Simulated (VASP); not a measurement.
# Sb (Fd-3m) in VASP: further runs

Sb is run at these levels: PBE; tasks: single point.

All numbers are computed with VASP 6.6.1; they aren't measurements. Logs are shortened: lines on timing, memory, paths and dates and some standing lists are left out, and cuts for length are marked.

**1. The cell of the first run**

It takes space group Fd-3m (No. 227, cubic). Conventional cell: a = 4.822 Å, b = 4.822 Å, c = 4.822 Å, α = 90.00°, β = 90.00°, γ = 90.00°. Within 2.8 Å of Sb (site symmetry -43m) lie 4 Sb at 2.09 Å.

**2. Single point, PBE**

File INCAR:

```
ALGO = Normal ; EDIFF = 1E-6
ENCUT = 520 ; GGA = PE
ISIF = 2 ; ISMEAR = -1
LASPH = True ; LCHARG = False
LREAL = False ; LWAVE = False
NBANDS = 12 ; NELM = 80
PREC = Accurate ; SIGMA = 0.1
```

File KPOINTS:

```
k-points
0
Gamma
  14 14 14
```

File POSCAR:

```
Sb
1.0
    0.0000000000      2.4110032402      2.4110032402
    2.4110032402      0.0000000000      2.4110032402
    2.4110032402      2.4110032402      0.0000000000
Sb
2
Direct
   -0.1250000000     -0.1250000000     -0.1250000000
    0.1250000000      0.1250000000      0.1250000000
```

Potentials or basis: VASP PAW PBE potentials, release 64 (Sb).

Run with:

```sh
$ cat potpaw_PBE.64/Sb/POTCAR > POTCAR
$ mpirun -np 1 vasp_std > vasp.out
```

OUTCAR:

```text
EDIFF = 1E-6
   ENCUT = 520
   GGA = PE
   ISIF = 2
   ISMEAR = -1
   LASPH = True
   LREAL = False
   NELM = 80
   PREC = Accurate

 ion  position               nearest neighbor table
   1  0.875  0.875  0.875-   2 2.09   2 2.09   2 2.09   2 2.09
   2  0.125  0.125  0.125-   1 2.09   1 2.09   1 2.09   1 2.09

  LATTYP: Found a face centered cubic cell.
 ALAT       =     4.8220064804

  Lattice vectors:

 A1 = (   0.0000000000,   2.4110032402,   2.4110032402)
 A2 = (   2.4110032402,   0.0000000000,   2.4110032402)
 A3 = (   2.4110032402,   2.4110032402,   0.0000000000)

Analysis of symmetry for initial positions (statically):
=====================================================================
 Subroutine PRICEL returns:
 Original cell was already a primitive cell.

 Routine SETGRP: Setting up the symmetry group for a
 face centered cubic supercell.

 Subroutine GETGRP returns: Found 48 space group operations
 (whereof 12 operations were pure point group operations)
 out of a pool of 48 trial point group operations.

The static configuration has the point symmetry D_3d.
 The point group associated with its full space group is O_h .

Analysis of symmetry for dynamics (positions and initial velocities):
=====================================================================
 Subroutine PRICEL returns:
 Original cell was already a primitive cell.

 Routine SETGRP: Setting up the symmetry group for a
 face centered cubic supercell.

 Subroutine GETGRP returns: Found 48 space group operations
 (whereof 12 operations were pure point group operations)
 out of a pool of 48 trial point group operations.

The dynamic configuration has the point symmetry D_3d.
 The point group associated with its full space group is O_h .

 Subroutine INISYM returns: Found 48 space group operations
 (whereof 12 operations are pure point group operations),
 and found     1 'primitive' translations

----------------------------------------------------------------------------------------

                                     Primitive cell

  volume of cell :      28.0300

  direct lattice vectors                    reciprocal lattice vectors
     0.000000000  2.411003240  2.411003240    -0.207382550  0.207382550  0.207382550
     2.411003240  0.000000000  2.411003240     0.207382550 -0.207382550  0.207382550
     2.411003240  2.411003240  0.000000000     0.207382550  0.207382550 -0.207382550

  length of vectors
     3.409673481  3.409673481  3.409673481     0.359197113  0.359197113  0.359197113

  position of ions in fractional coordinates (direct lattice)
     0.875000000  0.875000000  0.875000000
     0.125000000  0.125000000  0.125000000

  ion indices of the primitive-cell ions
   primitive index   ion index
                 1           1
                 2           2

----------------------------------------------------------------------------------------

 KPOINTS: k-points

Automatic generation of k-mesh.
 Grid dimensions read from file:
 generate k-points for:   14   14   14

 Generating k-lattice:

  Cartesian coordinates                     Fractional coordinates (reciprocal lattice)
    -0.014813039  0.014813039  0.014813039     0.071428571  0.000000000  0.000000000
     0.014813039 -0.014813039  0.014813039     0.000000000  0.071428571  0.000000000
     0.014813039  0.014813039 -0.014813039     0.000000000  0.000000000  0.071428571

  Length of vectors
     0.025656937  0.025656937  0.025656937

  Shift w.r.t. Gamma in fractional coordinates (k-lattice)
     0.000000000  0.000000000  0.000000000

 Subroutine IBZKPT returns following result:
 ===========================================

 Found    104 irreducible k-points:

 Following reciprocal coordinates:
            Coordinates               Weight
  0.000000  0.000000  0.000000      1.000000
  0.071429  0.000000  0.000000      8.000000
  0.142857  0.000000  0.000000      8.000000
  0.214286  0.000000  0.000000      8.000000
  0.285714  0.000000  0.000000      8.000000
  0.357143  0.000000  0.000000      8.000000
[... 16 lines left out ...]
  0.214286  0.142857  0.000000     24.000000
  0.285714  0.142857  0.000000     24.000000
 [... further k-points ...]
   k-points           NKPTS =    104   k-points in BZ     NKDIM =    104   number of bands    NBANDS=     12
   number of dos      NEDOS =    301   number of ions     NIONS =      2
   total plane-waves  NPLWV =  21952
   dimension x,y,z NGX =    28 NGY =   28 NGZ =   28
   dimension x,y,z NGXF=    56 NGYF=   56 NGZF=   56
   ions per type =               2
   NGX,Y,Z   is equivalent  to a cutoff of  13.65, 13.65, 13.65 a.u.
   NGXF,Y,Z  is equivalent  to a cutoff of  27.30, 27.30, 27.30 a.u.
 SYSTEM =  unknown system
   PREC   = accura    normal or accurate (medium, high low for compatibility)
   ISTART =      0    job   : 0-new  1-cont  2-samecut
   ICHARG =      2    charge: 1-file 2-atom 10-const
   ISPIN  =      1    spin polarized calculation?
   LNONCOLLINEAR =      F non collinear calculations
   LSORBIT =      F    spin-orbit coupling
   LASPH  =      T    aspherical Exc in radial PAW
   ENCUT  =  520.0 eV  38.22 Ry    6.18 a.u.   6.34  6.34  6.34*2*pi/ulx,y,z
   NELM   =     80;   NELMIN=  2; NELMDL= -5     # of ELM steps
   EDIFF  = 0.1E-05   stopping-criterion for ELM
   LREAL  =      F    real-space projection
   EDIFFG = 0.1E-04   stopping-criterion for IOM
   NSW    =      0    number of steps for IOM
   IBRION =     -1    ionic relax: 0-MD 1-quasi-New 2-CG
   NFREE  =      0    steps in history (QN), initial steepest desc. (CG)
   ISIF   =      2    stress and relaxation
   ISYM   =      2    0-nonsym 1-usesym 2-fastsym
   POTIM  = 0.5000    time-step for ionic-motion
   TEBEG  =    0.0;   TEEND  =   0.0 temperature during run
   PSTRESS=    0.0 pullay stress
   NELECT =      10.0000    total number of electrons
   NUPDOWN=      -1.0000    fix difference up-down
   EMIN   =  10.00;   EMAX   =-10.00  energy-range for DOS
   EFERMI =   0.00;   METHOD = LEGACY
   ISMEAR =    -1;   SIGMA  =   0.10  broadening in eV -4-tet -1-fermi 0-gaus
   EFERMI_NEDOS =   21; number of points for ismear=-14 and -15
   IALGO  =     38    algorithm
   IMIX   =      4    mixing-type and parameters
     AMIX     =   0.40;   BMIX     =  1.00
     AMIX_MAG =   1.60;   BMIX_MAG =  1.00
  volume/ion in A,a.u.               =      14.02        94.58
  Fermi-wavevector in a.u.,A,eV,Ry     =   1.161093  2.194148 18.342519  1.348137
  Thomas-Fermi vector in A             =   2.297669
   LORBIT       =      0    0 simple, 1 ext, 2 COOP (PROOUT), +10 PAW based schemes
   GGA     = PE    functional components
   LHFCALC =     F    Hartree Fock is set to
   AEXX    =    0.0000 exact exchange contribution
   IVDW    =     0    specifies the selected vdW correction
   LEPSILON=     F    determine dielectric tensor
   LRPA    =     F    only Hartree local field effects (RPA)
 non-spin polarized calculation
  energy-cutoff  :      520.00
  volume of cell :       28.03
 maximum number of plane-waves:       769
 NGX is ok and might be reduce to    28
   NGX = 13   NGY = 13   NGZ = 13

 number of electron      10.0000000 magnetization

 Free energy of the ion-electron system (eV)
  ---------------------------------------------------
  ext. energy  EPLUGINS =         0.00000000
  ---------------------------------------------------
  free energy    TOTEN  =        16.40633535 eV

  energy without entropy =       16.43712204  energy(sigma->0) =       16.42172869

 E-fermi :  21.4921     XC(G=0): -13.0717

 val. band max:       21.4279970653   @ k =  -0.2143   0.2143   0.0000
 cond. band min:      21.5472098861   @ k =   0.0714   0.0000   0.0000
 fundamental gap:      0.1192128208
 Fermi energy:        21.4921145326

 k-point     1 :       0.0000    0.0000    0.0000
  band No.  band energies     occupation
      1      -1.3358      2.00000
      2      19.1918      2.00000
      3      19.1918      2.00000
      4      19.1918      2.00000
      5      20.8917      1.99508
      6      20.8917      1.99508
      7      20.8917      1.99508
      8      24.3211      0.00000
      9      24.3698      0.00000
     10      27.2723      0.00000
     11      27.2723      0.00000
     12      27.2723      0.00000

 k-point     2 :       0.0714    0.0000    0.0000
  band No.  band energies     occupation
      1      -1.2263      2.00000
      2      17.5903      2.00000
      3      18.7219      2.00000
      4      18.7219      2.00000
      5      21.3823      1.49982
      6      21.3823      1.49982
      7      21.5472      0.73129
      8      24.6808      0.00000
      9      24.9474      0.00000
     10      26.8328      0.00000
     11      26.8328      0.00000
     12      27.3204      0.00000

 k-point     3 :       0.1429    0.0000    0.0000
  band No.  band energies     occupation
      1      -0.8985      2.00000
      2      15.1841      2.00000
      3      17.9284      2.00000
      4      17.9284      2.00000
      5      21.7108      0.20181
      6      22.1701      0.00227
      7      22.1701      0.00227
      8      25.0821      0.00000
      9      25.9561      0.00000
     10      26.3011      0.00000
     11      26.3011      0.00000
     12      28.3967      0.00000
[... 286 lines left out ...]
 k-point    23 :       0.2143    0.1429    0.0000
  band No.  band energies     occupation
      1      -0.3517      2.00000
      2      14.3738      2.00000
      3      15.6019      2.00000
      4      16.3411      2.00000
      5      19.7874      2.00000
      6      22.5119      0.00007
      7      24.5426      0.00000
      8      24.8890      0.00000
      9      27.4961      0.00000
     10      28.0230      0.00000
     11      28.2608      0.00000
     12      29.5207      0.00000

 k-point    24 :       0.2857    0.1429    0.0000
  band No.  band energies     occupation
      1       0.2614      2.00000
      2      12.1442      2.00000
      3      15.0540      2.00000
      4      15.6636      2.00000
      5      20.2244      1.99999
      6      22.5691      0.00004
      7      24.4673      0.00000
      8      25.0744      0.00000
      9      27.2027      0.00000
     10      28.2464      0.00000
     11      29.4791      0.00000
     12      31.5018      0.00000

 [... further k-points ...]
[... 5 lines left out ...]
  --------------------------------------------------------------------------------------
  -------------------------------------------------------------------------------------
  Total       63.0128918     63.0128918     63.0128918      0.0000000     -0.0000000     -0.0000000
  in kB     3601.7752976   3601.7752976   3601.7752976      0.0000000     -0.0000000     -0.0000000
  external PRESSURE =    3601.7752976 kB  Pullay stress =       0.0000000 kB

 VOLUME and BASIS-vectors are now :
 -----------------------------------------------------------------------------
  energy-cutoff  :      520.00
  volume of cell :       28.03
      direct lattice vectors                 reciprocal lattice vectors
     0.000000000  2.411003240  2.411003240    -0.207382550  0.207382550  0.207382550
     2.411003240  0.000000000  2.411003240     0.207382550 -0.207382550  0.207382550
     2.411003240  2.411003240  0.000000000     0.207382550  0.207382550 -0.207382550

 POSITION                                       TOTAL-FORCE (eV/Angst)
 -----------------------------------------------------------------------------------
      4.21926      4.21926      4.21926        -0.000000     -0.000000      0.000000
      0.60275      0.60275      0.60275         0.000000      0.000000     -0.000000
 -----------------------------------------------------------------------------------
    total drift:                               -0.000000     -0.000000     -0.000000

  FREE ENERGIE OF THE ION-ELECTRON SYSTEM (eV)
  ---------------------------------------------------
  free  energy   TOTEN  =        16.4063353461 eV

  energy  without entropy=       16.4371220375  energy(sigma->0) =       16.42172869
```

Wall time 31 s (1 thread of Intel Xeon 6975P-C, shared host); peak memory 0.17 GiB.

What came out:

```yaml
Free_energy: 16.4063 eV
Pressure: 360.2 GPa
Band_gap_on_the_k_mesh: zero (band 5 reaches 22.65 eV, above the bottom of band 6 at 18.38 eV)
```

Levels at points of the mesh, in eV from the Fermi level:
| k point | band 2 | band 3 | band 4 | band 5 | band 6 | band 7 | band 8 | band 9 |
| --- | --- | --- | --- | --- | --- | --- | --- | --- |
| (0.00, 0.00, 0.00) | -2.30 | -2.30 | -2.30 | -0.60 | -0.60 | -0.60 | 2.83 | 2.88 |
| (0.50, 0.00, 0.00) | -15.50 | -5.76 | -5.76 | 0.18 | 0.80 | 0.80 | 1.62 | 8.22 |
| (0.50, 0.50, 0.00) | -15.79 | -9.43 | -9.43 | -3.11 | -3.11 | 9.96 | 9.96 | 10.61 |

Caveat: spin-orbit coupling is left out, which moves the levels of the heavy elements.

**3. Single point, PBE**

File INCAR:

```
PREC     = Accurate       # precision mode
ENCUT    = 520            # plane-wave cutoff, eV
EDIFF    = 1E-6           # SCF threshold, eV
ISMEAR   = -1             # smearing method
SIGMA    = 0.1            # smearing width, eV
LREAL    = False          # projectors in reciprocal space
LASPH    = True           # aspherical terms in the spheres
NELM     = 100            # most SCF steps
ALGO     = Normal         # electronic algorithm
ISIF     = 2              # what is computed and relaxed
LWAVE    = False          # write WAVECAR
LCHARG   = True           # write CHGCAR
GGA      = PE             # functional
LELF     = True           # ELF
LVHAR    = True         
NBANDS   = 12             # bands
```

File KPOINTS:

```
Automatic mesh
0
Gamma
  14 14 14
```

File POSCAR:

```
Sb
1.0
    0.0000000000      2.4106607684      2.4106607684
    2.4106607684      0.0000000000      2.4106607684
    2.4106607684      2.4106607684      0.0000000000
Sb
2
Direct
   -0.1250000000     -0.1250000000     -0.1250000000
    0.1250000000      0.1250000000      0.1250000000
```

Potentials or basis: VASP PAW PBE potentials, release 64 (Sb).

Run with:

```sh
$ cat potpaw_PBE.64/Sb/POTCAR > POTCAR
$ mpirun -np 1 vasp_std > vasp.out
```

Run time: 36 s. Hardware: 1 thread of Intel Xeon 6975P-C, shared host; peak memory 0.17 GiB.

The run converged. Its results:

```yaml
Free_energy: 16.4332 eV
Pressure: 360.6 GPa
Band_gap_on_the_k_mesh: zero (band 5 reaches 22.66 eV, above the bottom of band 6 at 18.39 eV)
```

Levels at points of the mesh, in eV from the Fermi level:
```
           k point  band 3  band 4  band 5  band 6  band 7  band 8
(0.00, 0.00, 0.00)   -2.30   -2.30   -0.60   -0.60   -0.60    2.83
(0.50, 0.00, 0.00)   -5.76   -5.76    0.18    0.80    0.80    1.61
(0.50, 0.50, 0.00)   -9.43   -9.43   -3.11   -3.11    9.96    9.96
```

Caveat: spin-orbit coupling is left out, which moves the levels of the heavy elements.
